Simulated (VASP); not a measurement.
# Cu (P6/mmm) in VASP: further runs

Runs on Cu. Level: PBEsol. Tasks: single point.

Program: VASP 6.6.1. These are calculated values, not measurements. Logs are shortened: lines on timing, memory, paths and dates and some standing lists are left out, and cuts for length are marked.

### 1 The cell of the first run

It takes space group P6/mmm (No. 191, hexagonal). Conventional cell: a = 3.939 Å, b = 3.939 Å, c = 2.366 Å, α = 90.00°, β = 90.00°, γ = 120.00°. Cu (site symmetry 6/mmm) has 14 Cu at 2.37 to 2.56 Å within 3.1 Å. Cu (site symmetry -6m2) has 11 Cu at 2.27 to 2.56 Å within 3.0 Å.

This isn't the form of Cu at room conditions, which is fcc.

### 2 Single point, PBEsol (10.59 Å³/atom)

Input file INCAR:

```
ALGO = Normal ; EDIFF = 1E-6
ENCUT = 520 ; GGA = PS
ISIF = 2 ; ISMEAR = -1
LASPH = True ; LCHARG = False
LREAL = False ; LWAVE = False
NBANDS = 24 ; NELM = 80
PREC = Accurate ; SIGMA = 0.1
```

Input file KPOINTS:

```
k-points
0
Gamma
  10 10 14
```

Input file POSCAR:

```
Cu
1.0
    3.9386741945      0.0000000000      0.0000000000
   -1.9693370972      3.4109919096      0.0000000000
    0.0000000000      0.0000000000      2.3657342097
Cu
3
Direct
    0.0000000000      1.0000000000      0.0000000000
    0.3333333333      0.6666666667      0.5000000000
    0.6666666667      0.3333333333      0.5000000000
```

Potentials or basis: VASP PAW PBE potentials, release 64 (Cu).

Command:

```bash
$ cat potpaw_PBE.64/Cu/POTCAR > POTCAR
$ mpirun -np 1 vasp_std > vasp.out
```

OUTCAR:

```text
EDIFF = 1E-6
   ENCUT = 520
   GGA = PS
   ISIF = 2
   ISMEAR = -1
   LASPH = True
   LREAL = False
   NELM = 80
   PREC = Accurate

 ion  position               nearest neighbor table
   1  0.000  0.000  0.000-   2 2.56   3 2.56   2 2.56   3 2.56   2 2.56   2 2.56   3 2.56   3 2.56
                             3 2.56   3 2.56   2 2.56   2 2.56
   2  0.333  0.667  0.500-   3 2.27   3 2.27   3 2.27   1 2.56   1 2.56   1 2.56   1 2.56   1 2.56
                             1 2.56
   3  0.667  0.333  0.500-   2 2.27   2 2.27   2 2.27   1 2.56   1 2.56   1 2.56   1 2.56   1 2.56
                             1 2.56

  LATTYP: Found a hexagonal cell.
 ALAT       =     3.9386741945
 C/A-ratio  =     0.6006422702

  Lattice vectors:

 A1 = (   3.9386741945,   0.0000000000,   0.0000000000)
 A2 = (  -1.9693370972,   3.4109919096,   0.0000000000)
 A3 = (   0.0000000000,   0.0000000000,   2.3657342097)

Analysis of symmetry for initial positions (statically):
=====================================================================
 Subroutine PRICEL returns:
 Original cell was already a primitive cell.

 Routine SETGRP: Setting up the symmetry group for a
 hexagonal supercell.

 Subroutine GETGRP returns: Found 24 space group operations
 (whereof 24 operations were pure point group operations)
 out of a pool of 24 trial point group operations.

The static configuration has the point symmetry D_6h.

Analysis of symmetry for dynamics (positions and initial velocities):
=====================================================================
 Subroutine PRICEL returns:
 Original cell was already a primitive cell.

 Routine SETGRP: Setting up the symmetry group for a
 hexagonal supercell.

 Subroutine GETGRP returns: Found 24 space group operations
 (whereof 24 operations were pure point group operations)
 out of a pool of 24 trial point group operations.

The dynamic configuration has the point symmetry D_6h.

 Subroutine INISYM returns: Found 24 space group operations
 (whereof 24 operations are pure point group operations),
 and found     1 'primitive' translations

----------------------------------------------------------------------------------------

                                     Primitive cell

  volume of cell :      31.7831

  direct lattice vectors                    reciprocal lattice vectors
     3.938674194  0.000000000  0.000000000     0.253892541  0.146584927  0.000000000
    -1.969337097  3.410991910  0.000000000     0.000000000  0.293169854  0.000000000
     0.000000000  0.000000000  2.365734210     0.000000000  0.000000000  0.422701754

  length of vectors
     3.938674194  3.938674194  2.365734210     0.293169854  0.293169854  0.422701754

  position of ions in fractional coordinates (direct lattice)
     0.000000000  0.000000000  0.000000000
     0.333333333  0.666666667  0.500000000
     0.666666667  0.333333333  0.500000000

  ion indices of the primitive-cell ions
   primitive index   ion index
                 1           1
                 2           2
                 3           3

----------------------------------------------------------------------------------------

 KPOINTS: k-points

Automatic generation of k-mesh.
 Grid dimensions read from file:
 generate k-points for:   10   10   14

 Generating k-lattice:

  Cartesian coordinates                     Fractional coordinates (reciprocal lattice)
     0.025389254  0.014658493  0.000000000     0.100000000  0.000000000  0.000000000
     0.000000000  0.029316985  0.000000000     0.000000000  0.100000000  0.000000000
     0.000000000  0.000000000  0.030192982     0.000000000  0.000000000  0.071428571

  Length of vectors
     0.029316985  0.029316985  0.030192982

  Shift w.r.t. Gamma in fractional coordinates (k-lattice)
     0.000000000  0.000000000  0.000000000

 Subroutine IBZKPT returns following result:
 ===========================================

 Found    112 irreducible k-points:

 Following reciprocal coordinates:
            Coordinates               Weight
  0.000000  0.000000  0.000000      1.000000
  0.100000 -0.000000  0.000000      6.000000
  0.200000 -0.000000  0.000000      6.000000
  0.300000 -0.000000  0.000000      6.000000
  0.400000 -0.000000  0.000000      6.000000
  0.500000  0.000000  0.000000      3.000000
[... 16 lines left out ...]
  0.300000  0.100000  0.071429     24.000000
  0.400000  0.100000  0.071429     24.000000
 [... further k-points ...]
   k-points           NKPTS =    112   k-points in BZ     NKDIM =    112   number of bands    NBANDS=     24
   number of dos      NEDOS =    301   number of ions     NIONS =      3
   total plane-waves  NPLWV =  16200
   dimension x,y,z NGX =    30 NGY =   30 NGZ =   18
   dimension x,y,z NGXF=    60 NGYF=   60 NGZF=   36
   ions per type =               3
   NGX,Y,Z   is equivalent  to a cutoff of  12.66, 12.66, 12.65 a.u.
   NGXF,Y,Z  is equivalent  to a cutoff of  25.33, 25.33, 25.30 a.u.
 SYSTEM =  unknown system
   PREC   = accura    normal or accurate (medium, high low for compatibility)
   ISTART =      0    job   : 0-new  1-cont  2-samecut
   ICHARG =      2    charge: 1-file 2-atom 10-const
   ISPIN  =      1    spin polarized calculation?
   LNONCOLLINEAR =      F non collinear calculations
   LSORBIT =      F    spin-orbit coupling
   LASPH  =      T    aspherical Exc in radial PAW
   ENCUT  =  520.0 eV  38.22 Ry    6.18 a.u.   7.32  7.32  4.40*2*pi/ulx,y,z
   NELM   =     80;   NELMIN=  2; NELMDL= -5     # of ELM steps
   EDIFF  = 0.1E-05   stopping-criterion for ELM
   LREAL  =      F    real-space projection
   EDIFFG = 0.1E-04   stopping-criterion for IOM
   NSW    =      0    number of steps for IOM
   IBRION =     -1    ionic relax: 0-MD 1-quasi-New 2-CG
   NFREE  =      0    steps in history (QN), initial steepest desc. (CG)
   ISIF   =      2    stress and relaxation
   ISYM   =      2    0-nonsym 1-usesym 2-fastsym
   POTIM  = 0.5000    time-step for ionic-motion
   TEBEG  =    0.0;   TEEND  =   0.0 temperature during run
   PSTRESS=    0.0 pullay stress
   NELECT =      33.0000    total number of electrons
   NUPDOWN=      -1.0000    fix difference up-down
   EMIN   =  10.00;   EMAX   =-10.00  energy-range for DOS
   EFERMI =   0.00;   METHOD = LEGACY
   ISMEAR =    -1;   SIGMA  =   0.10  broadening in eV -4-tet -1-fermi 0-gaus
   EFERMI_NEDOS =   21; number of points for ismear=-14 and -15
   IALGO  =     38    algorithm
   IMIX   =      4    mixing-type and parameters
     AMIX     =   0.40;   BMIX     =  1.00
     AMIX_MAG =   1.60;   BMIX_MAG =  1.00
  volume/ion in A,a.u.               =      10.59        71.49
  Fermi-wavevector in a.u.,A,eV,Ry     =   1.657730  3.132656 37.389765  2.748070
  Thomas-Fermi vector in A             =   2.745433
   LORBIT       =      0    0 simple, 1 ext, 2 COOP (PROOUT), +10 PAW based schemes
   GGA     = PS    functional components
   LHFCALC =     F    Hartree Fock is set to
   AEXX    =    0.0000 exact exchange contribution
   IVDW    =     0    specifies the selected vdW correction
   LEPSILON=     F    determine dielectric tensor
   LRPA    =     F    only Hartree local field effects (RPA)
 non-spin polarized calculation
  energy-cutoff  :      520.00
  volume of cell :       31.78
 maximum number of plane-waves:       887
 NGX is ok and might be reduce to    30
   NGX = 15   NGY = 15   NGZ =  9

 number of electron      32.9999997 magnetization

 Free energy of the ion-electron system (eV)
  ---------------------------------------------------
  ext. energy  EPLUGINS =         0.00000000
  ---------------------------------------------------
  free energy    TOTEN  =       -12.53892978 eV

  energy without entropy =      -12.50816184  energy(sigma->0) =      -12.52354581

 E-fermi :   8.8400     XC(G=0): -13.5482

 val. band max:        8.8342902530   @ k =   0.2000   0.2000   0.1429
 cond. band min:       8.8672449002   @ k =   0.4000   0.2000   0.4286
 fundamental gap:      0.0329546472
 Fermi energy:         8.8399801988

 k-point     1 :       0.0000    0.0000    0.0000
  band No.  band energies     occupation
      1      -1.4186      2.00000
      2       3.6304      2.00000
      3       4.6775      2.00000
      4       4.6775      2.00000
      5       4.7366      2.00000
      6       4.7366      2.00000
[... 16 lines left out ...]
     23      24.9014      0.00000
     24      30.9648      0.00000

 k-point     2 :       0.1000   -0.0000    0.0000
  band No.  band energies     occupation
      1      -1.2811      2.00000
      2       3.6352      2.00000
      3       4.3577      2.00000
      4       4.5364      2.00000
      5       4.6539      2.00000
      6       4.9397      2.00000
[... 16 lines left out ...]
     23      25.0987      0.00000
     24      31.0003      0.00000

 k-point     3 :       0.2000   -0.0000    0.0000
  band No.  band energies     occupation
      1      -0.8742      2.00000
      2       3.5779      2.00000
      3       4.0071      2.00000
      4       4.4042      2.00000
      5       4.4766      2.00000
      6       4.9639      2.00000
[... 16 lines left out ...]
     23      25.6782      0.00000
     24      30.8862      0.00000

 k-point     4 :       0.3000   -0.0000    0.0000
  band No.  band energies     occupation
      1      -0.2165      2.00000
      2       3.3191      2.00000
      3       3.5921      2.00000
      4       4.2779      2.00000
      5       4.5032      2.00000
      6       4.8822      2.00000
[... 16 lines left out ...]
     23      26.6070      0.00000
     24      28.2934      0.00000

 k-point     5 :       0.4000   -0.0000    0.0000
  band No.  band energies     occupation
      1       0.6539      2.00000
      2       2.6677      2.00000
      3       3.2077      2.00000
      4       4.3876      2.00000
      5       4.5793      2.00000
      6       4.7399      2.00000
[... 16 lines left out ...]
     23      25.7743      0.00000
     24      26.6736      0.00000

 k-point     6 :       0.5000    0.0000    0.0000
  band No.  band energies     occupation
      1       1.6265      2.00000
      2       1.7022      2.00000
      3       3.1121      2.00000
      4       4.5580      2.00000
      5       4.5704      2.00000
      6       4.6276      2.00000
[... 16 lines left out ...]
     23      24.1066      0.00000
     24      27.0721      0.00000
[... 379 lines left out ...]
 k-point    21 :       0.1000    0.1000    0.0714
  band No.  band energies     occupation
      1      -0.8662      2.00000
      2       3.6979      2.00000
      3       4.1462      2.00000
      4       4.2740      2.00000
      5       4.7715      2.00000
      6       4.9031      2.00000
[... 16 lines left out ...]
     23      23.8483      0.00000
     24      31.1632      0.00000

 k-point    22 :       0.2000    0.1000    0.0714
  band No.  band energies     occupation
      1      -0.3379      2.00000
      2       3.5198      2.00000
      3       3.8128      2.00000
      4       4.2330      2.00000
      5       4.6718      2.00000
      6       4.9859      2.00000
[... 16 lines left out ...]
     23      24.5001      0.00000
     24      28.6028      0.00000

 k-point    23 :       0.3000    0.1000    0.0714
  band No.  band energies     occupation
      1       0.4189      2.00000
      2       3.1304      2.00000
      3       3.3901      2.00000
      4       4.3465      2.00000
      5       4.6290      2.00000
      6       4.8989      2.00000
[... 16 lines left out ...]
     23      25.4036      0.00000
     24      25.9980      0.00000

 k-point    24 :       0.4000    0.1000    0.0714
  band No.  band energies     occupation
      1       1.3445      2.00000
      2       2.3281      2.00000
      3       3.1769      2.00000
      4       4.5240      2.00000
      5       4.6444      2.00000
      6       4.7399      2.00000
[... 16 lines left out ...]
     23      26.4610      0.00000
     24      26.7697      0.00000

 [... further k-points ...]

------------------------ aborting loop because EDIFF is reached ----------------------------------------

  FORCE on cell =-STRESS in cart. coord.  units (eV):
  Direction    XX          YY          ZZ          XY          YZ          ZX
  --------------------------------------------------------------------------------------
  -------------------------------------------------------------------------------------
  Total        3.4891361      3.4891361      3.3201132      0.0000000     -0.0000000      0.0000000
  in kB      175.8862124    175.8862124    167.3658248      0.0000000     -0.0000000      0.0000000
  external PRESSURE =     173.0460832 kB  Pullay stress =       0.0000000 kB

 VOLUME and BASIS-vectors are now :
 -----------------------------------------------------------------------------
  energy-cutoff  :      520.00
  volume of cell :       31.78
      direct lattice vectors                 reciprocal lattice vectors
     3.938674194  0.000000000  0.000000000     0.253892541  0.146584927  0.000000000
    -1.969337097  3.410991910  0.000000000     0.000000000  0.293169854  0.000000000
     0.000000000  0.000000000  2.365734210     0.000000000  0.000000000  0.422701754

 POSITION                                       TOTAL-FORCE (eV/Angst)
 -----------------------------------------------------------------------------------
      0.00000      0.00000      0.00000        -0.000000      0.000000      0.000000
     -0.00000      2.27399      1.18287        -0.000000      0.000000     -0.000000
      1.96934      1.13700      1.18287         0.000000      0.000000      0.000000
 -----------------------------------------------------------------------------------
    total drift:                               -0.000000      0.000000      0.000000

  FREE ENERGIE OF THE ION-ELECTRON SYSTEM (eV)
  ---------------------------------------------------
  free  energy   TOTEN  =       -12.5389297765 eV

  energy  without entropy=      -12.5081618366  energy(sigma->0) =      -12.52354581
```

Wall time 64 s (1 thread of Intel Xeon Platinum 8259CL at 2.50GHz (Skylake/Cascade Lake), shared host); peak memory 0.19 GiB.

What came out:

| Item | Value |
| --- | --- |
| Free energy | -12.5389 eV |
| Pressure | 17.3 GPa |
| Band gap on the k mesh | zero (an odd number of electrons rules out a gap without spin polarisation) |

Stress tensor (GPa, compression positive):
```
17.59  0.00  0.00
 0.00 17.59  0.00
 0.00  0.00 16.74
```

Caveat: the cell stands under pressure; the PAW data sets were made with another functional, which shifts forces and pressure a little.

### 3 Single point, PBEsol (11.06 Å³/atom)

This run uses another cell than the first one, of 11.06 Å³/atom.

Input file INCAR:

```
SYSTEM = Cu
PREC     = Accurate       ! precision mode
ENCUT    = 520            ! plane-wave cutoff, eV
EDIFF    = 1E-6           ! SCF threshold, eV
ISMEAR   = -1             ! smearing method
SIGMA    = 0.1            ! smearing width, eV
LREAL    = .FALSE.        ! projectors in reciprocal space
LASPH    = .TRUE.         ! aspherical terms in the spheres
NELM     = 100            ! most SCF steps
ALGO     = Normal         ! electronic algorithm
ISIF     = 2              ! what is computed and relaxed
LWAVE    = .FALSE.        ! write WAVECAR
LCHARG   = .TRUE.         ! write CHGCAR
GGA      = PS             ! functional
LELF     = .TRUE.         ! ELF
LVHAR    = .TRUE.       
NBANDS   = 24             ! bands
```

Input file KPOINTS:

```
Automatic mesh
0
G
  10 10 14
  0 0 0
```

Input file POSCAR:

```
Cu
1.0
    3.9949485716      0.0000000000      0.0000000000
   -1.9974742858      3.4597269498      0.0000000000
    0.0000000000      0.0000000000      2.3995349794
Cu
3
Direct
    0.0000000000      1.0000000000      0.0000000000
    0.3333333333      0.6666666667      0.5000000000
    0.6666666667      0.3333333333      0.5000000000
```

Potentials or basis: VASP PAW PBE potentials, release 64 (Cu).

Command:

```bash
$ cat potpaw_PBE.64/Cu/POTCAR > POTCAR
$ mpirun -np 1 vasp_std > vasp.out
```

It took 66 s on 1 thread of Intel Xeon Platinum 8259CL at 2.50GHz (Skylake/Cascade Lake), shared host; peak memory 0.19 GiB.

Results (log left out):

```
Free energy            : -12.6474 eV
Pressure               : 8.1 GPa
Band gap on the k mesh : zero (an odd number of electrons rules out a gap without spin polarisation)
```

Stress tensor (GPa, compression positive):
```
8.34 0.00 0.00
0.00 8.34 0.00
0.00 0.00 7.63
```

Levels at points of the mesh, in eV from the Fermi level:
| k point | band 13 | band 14 | band 15 | band 16 | band 17 | band 18 | band 19 | band 20 |
| --- | --- | --- | --- | --- | --- | --- | --- | --- |
| (0.00, 0.00, 0.00) | -2.50 | -2.50 | -1.62 | -1.62 | 4.73 | 4.73 | 4.74 | 4.74 |
| (0.50, 0.00, 0.00) | -1.88 | -1.86 | -1.85 | -1.73 | -1.59 | -0.91 | 4.56 | 14.20 |
| (0.00, 0.00, 0.50) | -1.78 | -1.78 | -1.30 | -0.29 | 0.41 | 8.56 | 8.96 | 8.96 |
| (0.50, 0.00, 0.50) | -1.91 | -1.65 | -1.46 | 0.63 | 0.65 | 3.70 | 4.03 | 7.13 |

Caveat: the cell stands under pressure; the PAW data sets were made with another functional, which shifts forces and pressure a little.

### 4 Single point, PBEsol (11.52 Å³/atom)

This run uses another cell than the first one, of 11.52 Å³/atom.

Input file INCAR:

```
PREC = Accurate
ENCUT = 520
EDIFF = 1E-7
ISMEAR = -1
SIGMA = 0.1
LREAL = F
LASPH = T
NELM = 60
ALGO = Normal
ISIF = 2
LWAVE = F
LCHARG = F
GGA = PS
NBANDS = 24
```

Input file KPOINTS:

```
regular mesh
0
Gamma
  10 10 14
```

Input file POSCAR:

```
Cu
1.0
    4.0496806958      0.0000000000      0.0000000000
   -2.0248403479      3.5071263597      0.0000000000
    0.0000000000      0.0000000000      2.4324094066
Cu
3
Direct
    0.0000000000      1.0000000000      0.0000000000
    0.3333333333      0.6666666667      0.5000000000
    0.6666666667      0.3333333333      0.5000000000
```

Command:

```bash
$ cat potpaw_PBE.64/Cu/POTCAR > POTCAR
$ mpirun -np 1 vasp_std > vasp.out
```

It took 74 s on 1 thread of Intel Xeon Platinum 8259CL at 2.50GHz (Skylake/Cascade Lake), shared host; peak memory 0.19 GiB.

It converged, with:

- Free energy: -12.6848 eV
- Pressure: 0.7 GPa
- Band gap on the k mesh: zero (an odd number of electrons rules out a gap without spin polarisation)

Stress tensor (GPa, compression positive):
```
0.90 0.00 0.00
0.00 0.90 0.00
0.00 0.00 0.35
```

Levels at points of the mesh, in eV from the Fermi level:
```csv
k point,band 14,band 15,band 16,band 17,band 18,band 19
"(0.00, 0.00, 0.00)",-2.41,-1.58,-1.58,4.61,4.61,4.63
"(0.50, 0.00, 0.00)",-1.81,-1.79,-1.68,-1.55,-0.79,4.33
"(0.00, 0.00, 0.50)",-1.73,-1.28,-0.29,0.36,8.36,8.74
"(0.50, 0.00, 0.50)",-1.61,-1.43,0.62,0.68,3.57,3.83
```

Caveat: the PAW data sets were made with another functional, which shifts forces and pressure a little.

### 5 Summary

| cell | gap on the mesh (eV) | pressure (GPa) |
| --- | --- | --- |
| a = 3.939, b = 3.939, c = 2.366 Å, angles 90.0, 90.0, 120.0°, 3 atoms | none | 17.3 |
| a = 3.995, b = 3.995, c = 2.400 Å, angles 90.0, 90.0, 120.0°, 3 atoms | none | 8.1 |
| a = 4.050, b = 4.050, c = 2.432 Å, angles 90.0, 90.0, 120.0°, 3 atoms | none | 0.7 |

Alike in all rows: task single point; level PBEsol; potentials or basis VASP PAW PBE potentials, release 64 (Cu); no spin polarisation; k mesh 10 × 10 × 14; cutoff (eV) 520; smearing fermi-dirac 0.1 eV.

Caveats: the PAW data sets were made with another functional, which shifts forces and pressure a little; the cell stands under pressure (at least some runs).

Total energies depend on the potentials used, so only differences within one code and one set of settings carry meaning.

The gap in the log of VASP goes by the Fermi energy; the results here count the filled bands.